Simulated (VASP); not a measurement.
A run of VASP 6.6.1:

File INCAR:

```
PREC = Accurate ; ENCUT = 520
EDIFF = 1E-6 ; ISMEAR = 0
SIGMA = 0.15 ; LREAL = F
LASPH = T ; NELM = 80
ALGO = Fast ; ISIF = 2
LWAVE = F ; LCHARG = T
GGA = PS ; LELF = T
LVHAR = T ; NBANDS = 36
```

KPOINTS

```
regular mesh
0
Gamma
  8 8 14
```

The input POSCAR:

```
Ni3O4
1.0
    2.9242323582     -3.9238236797      0.0000000000
    2.9242323582      3.9238236797      0.0000000000
    0.0000000000      0.0000000000      2.8472645958
Ni O
3 4
Direct
    0.5000000000      0.0000000000      0.5000000000
    0.0000000000      0.5000000000      0.5000000000
    0.0000000000      0.0000000000      0.0000000000
    0.7878888826      0.7878888826      0.5000000000
    0.2121111174      0.2121111174      0.5000000000
    0.2371644473      0.7628355527     -0.0228289285
    0.7628355527      0.2371644473      0.0228289285
```

Potentials or basis: VASP PAW PBE potentials, release 64 (Ni, O).

Launch:

```console
$ cat potpaw_PBE.64/Ni/POTCAR potpaw_PBE.64/O/POTCAR > POTCAR
$ mpirun -np 1 vasp_std > vasp.out
```

Hardware: 1 thread of Oxide Virtual Turin-like Processor, on a shared host.

Task: How long does it take, and how much memory?

Result: Run time: 12 min on 1 thread of Oxide Virtual Turin-like Processor (shared host), peak memory 0.5 GiB. Counts: scf iterations 29, k points 258.
